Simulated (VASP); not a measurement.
# Ru (P6/mmm) in VASP: a series of runs, part 2 of 2

VASP 6.6.1. The steps go on from the part before.

## Step 3: Single point, PBE

INCAR reads:

```
SYSTEM = Ru
PREC = Accurate ; ENCUT = 520
EDIFF = 1E-7 ; ISMEAR = -1
SIGMA = 0.05 ; LREAL = .FALSE.
LASPH = .TRUE. ; NELM = 100
ALGO = Normal ; ISIF = 2
LWAVE = .FALSE. ; LCHARG = .FALSE.
GGA = PE ; NBANDS = 13
```

KPOINTS reads:

```
regular mesh
0
G
  19 19 18
  0 0 0
```

POSCAR reads:

```
Ru
1.0
    2.3188534372      0.0000000000      0.0000000000
   -1.1594267186      2.0081859843      0.0000000000
    0.0000000000      0.0000000000      2.1599339910
Ru
1
Direct
    0.0000000000      0.0000000000      0.0000000000
```

Potentials or basis: VASP PAW PBE potentials, release 64 (Ru_pv).

Started as:

```bash
> cat potpaw_PBE.64/Ru_pv/POTCAR > POTCAR
> mpirun -np 1 vasp_std > vasp.out
```

OUTCAR:

```text
SYSTEM = Ru
   PREC = Accurate
   ENCUT = 520
   EDIFF = 1E-7
   ISMEAR = -1
   LREAL = .FALSE.
   LASPH = .TRUE.
   NELM = 100
   ISIF = 2
   GGA = PE

 ion  position               nearest neighbor table
   1  0.000  0.000  0.000-

  LATTYP: Found a hexagonal cell.
 ALAT       =     2.3188534372
 C/A-ratio  =     0.9314663688

  Lattice vectors:

 A1 = (   2.3188534372,   0.0000000000,   0.0000000000)
 A2 = (  -1.1594267186,   2.0081859843,   0.0000000000)
 A3 = (   0.0000000000,   0.0000000000,   2.1599339910)

Analysis of symmetry for initial positions (statically):
=====================================================================
 Subroutine PRICEL returns:
 Original cell was already a primitive cell.

 Routine SETGRP: Setting up the symmetry group for a
 hexagonal supercell.

 Subroutine GETGRP returns: Found 24 space group operations
 (whereof 24 operations were pure point group operations)
 out of a pool of 24 trial point group operations.

The static configuration has the point symmetry D_6h.

Analysis of symmetry for dynamics (positions and initial velocities):
[... 168 lines left out ...]
      3     -22.9736      2.00000
      4       9.6205      2.00000
      5      10.1603      2.00000
      6      15.0728      2.00000
      7      15.0728      2.00000
      8      22.7820      0.00000
      9      22.7820      0.00000
     10      29.9833      0.00000
     11      33.6636      0.00000
     12      39.7164      0.00000
     13      46.1006      0.00000
[... 354 lines left out ...]
  band No.  band energies     occupation
      1     -25.8005      2.00000
      2     -23.9870      2.00000
      3     -22.6469      2.00000
      4      10.8045      2.00000
      5      12.2006      2.00000
      6      16.9803      2.00000
      7      18.6455      2.00000
      8      21.5465      0.00000
      9      22.6057      0.00000
     10      29.9829      0.00000
     11      34.1146      0.00000
     12      36.9463      0.00000
     13      42.0006      0.00000

 [... further k-points ...]

------------------------ aborting loop because EDIFF is reached ----------------------------------------

  FORCE on cell =-STRESS in cart. coord.  units (eV):
  Direction    XX          YY          ZZ          XY          YZ          ZX
  --------------------------------------------------------------------------------------
  -------------------------------------------------------------------------------------
  Total       15.8920056     15.8920056     16.0628519      0.0000000      0.0000000      0.0000000
  in kB     2531.4629828   2531.4629829   2558.6773624      0.0000000      0.0000000      0.0000000
  external PRESSURE =    2540.5344427 kB  Pullay stress =       0.0000000 kB

 VOLUME and BASIS-vectors are now :
 -----------------------------------------------------------------------------
  energy-cutoff  :      520.00
  volume of cell :       10.06
      direct lattice vectors                 reciprocal lattice vectors
     2.318853437  0.000000000  0.000000000     0.431247609  0.248980923  0.000000000
    -1.159426719  2.008185984  0.000000000     0.000000000  0.497961846  0.000000000
     0.000000000  0.000000000  2.159933991     0.000000000  0.000000000  0.462977111

 POSITION                                       TOTAL-FORCE (eV/Angst)
 -----------------------------------------------------------------------------------
      0.00000      0.00000      0.00000        -0.000000      0.000000      0.000000
 -----------------------------------------------------------------------------------
    total drift:                                0.000000      0.000000      0.000000

  FREE ENERGIE OF THE ION-ELECTRON SYSTEM (eV)
  ---------------------------------------------------
  free  energy   TOTEN  =        -5.6714692857 eV

  energy  without entropy=       -5.6659426420  energy(sigma->0) =       -5.66870596
```

OSZICAR:

```text
N       E                     dE             d eps       ncg     rms          rms(c)
DAV:   1     0.107271832907E+03    0.10727E+03   -0.83147E+03 10578   0.120E+03
DAV:   2    -0.477484332714E+01   -0.11205E+03   -0.10717E+03 11335   0.336E+02
DAV:   3    -0.592206695018E+01   -0.11472E+01   -0.11448E+01 12005   0.371E+01
DAV:   4    -0.592486665966E+01   -0.27997E-02   -0.27997E-02 11680   0.195E+00
DAV:   5    -0.592488068749E+01   -0.14028E-04   -0.14025E-04 11885   0.125E-01    0.304E+01
DAV:   6    -0.572093938752E+01    0.20394E+00   -0.16156E-01 10650   0.563E+00    0.158E+01
DAV:   7    -0.567381544856E+01    0.47124E-01   -0.59546E-02 11270   0.322E+00    0.190E+00
DAV:   8    -0.567151803568E+01    0.22974E-02   -0.86462E-03 10795   0.133E+00    0.186E-01
DAV:   9    -0.567147502732E+01    0.43008E-04   -0.36360E-05 11580   0.812E-02    0.229E-02
DAV:  10    -0.567147022620E+01    0.48011E-05   -0.30738E-06 11530   0.218E-02    0.436E-03
DAV:  11    -0.567146966389E+01    0.56232E-06   -0.10351E-07  8401   0.350E-03    0.111E-03
DAV:  12    -0.567146929042E+01    0.37347E-06   -0.22672E-08  5665   0.217E-03    0.203E-04
DAV:  13    -0.567146928575E+01    0.46689E-08   -0.12349E-09  5485   0.442E-04
   1 F= -.56714693E+01 E0= -.56687060E+01  d E =-.552664E-02
```

It took 81 s on 1 thread of Intel Xeon 8259CL, shared host; peak memory 0.16 GiB.

Results:

| Quantity | Value |
| --- | --- |
| Free energy | -5.6715 eV |
| Pressure | 254.1 GPa |
| Band gap on the k mesh | zero (bands 7 and 8 overlap by 6.22 eV) |

Caveat: the cell stands under pressure.

## Step 4: Relaxation of cell and atoms, PBE, target pressure 250 GPa, at which the enthalpy is minimised

This run uses another cell than the first one, of 9.99 Å³/atom.

INCAR reads:

```
SYSTEM = Ru
PREC = Accurate
ENCUT = 600
EDIFF = 1E-6
ISMEAR = -1
SIGMA = 0.05
LREAL = .False.
LASPH = .True.
NELM = 100
ALGO = Normal
ISIF = 3
LWAVE = .False.
LCHARG = .False.
GGA = PE
IBRION = 2
NSW = 60
EDIFFG = -0.005
PSTRESS = 2500.0
```

KPOINTS reads:

```
Automatic mesh
0
Gamma
  19 19 18
  0 0 0
```

POSCAR reads:

```
Ru
1.0
    2.3068146702      0.0000000000      0.0000000000
   -1.1534073351      1.9977601062      0.0000000000
    0.0000000000      0.0000000000      2.1684057900
Ru
1
Direct
    0.0000000000      0.0000000000      0.0000000000
```

Started as:

```bash
> cat potpaw_PBE.64/Ru_pv/POTCAR > POTCAR
> mpirun -np 1 vasp_std > vasp.out
```

Wall time 4.2 min (1 thread of Intel Xeon 8259CL, shared host); peak memory 0.18 GiB.

It converged, with:

```yaml
Free_energy: -5.7240 eV
Relaxed_volume: 10.09 Å³/atom
Relaxed_cell: a = 2.320 Å, b = 2.320 Å, c = 2.164 Å, α = 90.00°, β = 90.00°, γ = 120.00°
Space_group_after_relaxing_to_0.1_Å: P6/mmm (No. 191)
Energy_change_on_relaxing_the_run_minimises_the_enthalpy: -159.5 meV/atom
Ionic_steps: 6
Pressure_after_relaxing: 250.0 GPa
Band_gap_on_the_k_mesh: zero (bands 7 and 8 overlap by 6.18 eV)
```

Step by step:
| step | energy change (eV) | largest force (eV/Å) | pressure (GPa) | volume (Å³) |
| --- | --- | --- | --- | --- |
| 1 | 0.0000 | 0.0000 | 261.84 | 9.99 |
| 2 | -1.3730 | 0.0000 | 155.56 | 11.09 |
| 3 | -0.1914 | 0.0000 | 247.52 | 10.11 |
| 4 | -0.1793 | 0.0000 | 248.40 | 10.10 |
| 5 | -0.0641 | 0.0000 | 257.34 | 10.04 |
| 6 | -0.1595 | 0.0000 | 250.00 | 10.09 |

Final structure:
```yaml
crystal:
  lattice:
    - [2.32026, 0.00000, 0.00000]
    - [-1.16013, 2.00941, 0.00000]
    - [0.00000, 0.00000, 2.16446]
  atoms:
    - { symbol: Ru, position: [0.00000, 0.00000, 0.00000] }
```

Levels at points of the mesh, in eV from the Fermi level:
| k point | band 5 | band 6 | band 7 | band 8 | band 9 | band 10 |
| --- | --- | --- | --- | --- | --- | --- |
| (0.00, 0.00, 0.00) | -9.16 | -4.26 | -4.26 | 3.40 | 3.40 | 10.63 |
| (0.00, 0.00, 0.50) | -3.02 | -3.02 | -1.68 | -1.68 | -0.70 | 10.63 |

Caveat: the cell is relaxed towards a set pressure, so the run minimises the enthalpy, not the energy.

## Step 5: Relaxation of cell and atoms, PBE, target pressure 250 GPa, at which the enthalpy is minimised

INCAR reads:

```
PREC = Accurate ; ENCUT = 600
EDIFF = 1E-7 ; ISMEAR = -1
SIGMA = 0.05 ; LREAL = F
LASPH = T ; NELM = 60
ALGO = Normal ; ISIF = 3
LWAVE = F ; LCHARG = F
GGA = PE ; IBRION = 2
NSW = 32 ; EDIFFG = -0.005
PSTRESS = 2500.0
```

KPOINTS reads:

```
Automatic mesh
0
Gamma
  19 19 18
```

POSCAR reads:

```
Ru
1.0
    2.3187325295      0.0000000000      0.0000000000
   -1.1593662647      2.0080812751      0.0000000000
    0.0000000000      0.0000000000      2.1598933502
Ru
1
Direct
    0.0000000000      0.0000000000      0.0000000000
```

Started as:

```bash
> cat potpaw_PBE.64/Ru_pv/POTCAR > POTCAR
> mpirun -np 1 vasp_std > vasp.out
```

Wall time 4.4 min (1 thread of Intel Xeon 8259CL, shared host); peak memory 0.18 GiB.

The run converged. Its results:

| Quantity | Value |
| --- | --- |
| Free energy | -5.7239 eV |
| Relaxed volume | 10.09 Å³/atom |
| Relaxed cell | a = 2.320 Å, b = 2.320 Å, c = 2.164 Å, α = 90.00°, β = 90.00°, γ = 120.00° |
| Space group after relaxing (to 0.1 Å) | P6/mmm (No. 191) |
| Energy change on relaxing (the run minimises the enthalpy) | -54.4 meV/atom |
| Ionic steps | 6 |
| Pressure after relaxing | 250.0 GPa |
| Band gap on the k mesh | zero (bands 7 and 8 overlap by 6.18 eV) |

Step by step:
| step | energy change (eV) | largest force (eV/Å) | pressure (GPa) | volume (Å³) |
| --- | --- | --- | --- | --- |
| 1 | 0.0000 | 0.0000 | 254.16 | 10.06 |
| 2 | -0.5559 | 0.0000 | 211.48 | 10.44 |
| 3 | -0.0579 | 0.0000 | 249.76 | 10.09 |
| 4 | -0.0568 | 0.0000 | 249.83 | 10.09 |
| 5 | -0.0455 | 0.0000 | 250.62 | 10.09 |
| 6 | -0.0544 | 0.0000 | 250.01 | 10.09 |

Final structure:
```yaml
crystal:
  lattice:
    - [2.32028, 0.00000, 0.00000]
    - [-1.16014, 2.00942, 0.00000]
    - [0.00000, 0.00000, 2.16441]
  atoms:
    - { symbol: Ru, position: [0.00000, 0.00000, 0.00000] }
```

Levels at points of the mesh, in eV from the Fermi level:
```csv
k point,band 3,band 4,band 5,band 6,band 7,band 8,band 9,band 10,band 11
"(0.00, 0.00, 0.00)",-42.34,-9.71,-9.16,-4.26,-4.26,3.40,3.40,10.63,14.34
"(0.00, 0.00, 0.50)",-42.15,-6.50,-3.02,-3.02,-1.68,-1.68,-0.70,10.63,13.70
```

Caveat: the cell is relaxed towards a set pressure, so the run minimises the enthalpy, not the energy.

## Step 6: Summary

```tsv
task	cell	cutoff (eV)	gap on the mesh (eV)	pressure (GPa)
single point	a = 2.319, b = 2.319, c = 2.160 Å, angles 90.0, 90.0, 120.0°, 1 atom	520	none	254.1
relaxation of cell and atoms	relaxed to 250 GPa from a = 2.307, b = 2.307, c = 2.168 Å, angles 90.0, 90.0, 120.0°, 1 atom	600	none	250.0
relaxation of cell and atoms	relaxed to 250 GPa from a = 2.319, b = 2.319, c = 2.160 Å, angles 90.0, 90.0, 120.0°, 1 atom	600	none	250.0
```

Alike in all rows: level PBE; potentials or basis VASP PAW PBE potentials, release 64 (Ru_pv); no spin polarisation; k mesh 19 × 19 × 18; smearing fermi-dirac 0.05 eV.

Caveats: the cell is relaxed towards a set pressure, so the run minimises the enthalpy, not the energy (at least some runs); the cell stands under pressure (at least some runs).

Total energies depend on the potentials used, so only differences within one code and one set of settings carry meaning.
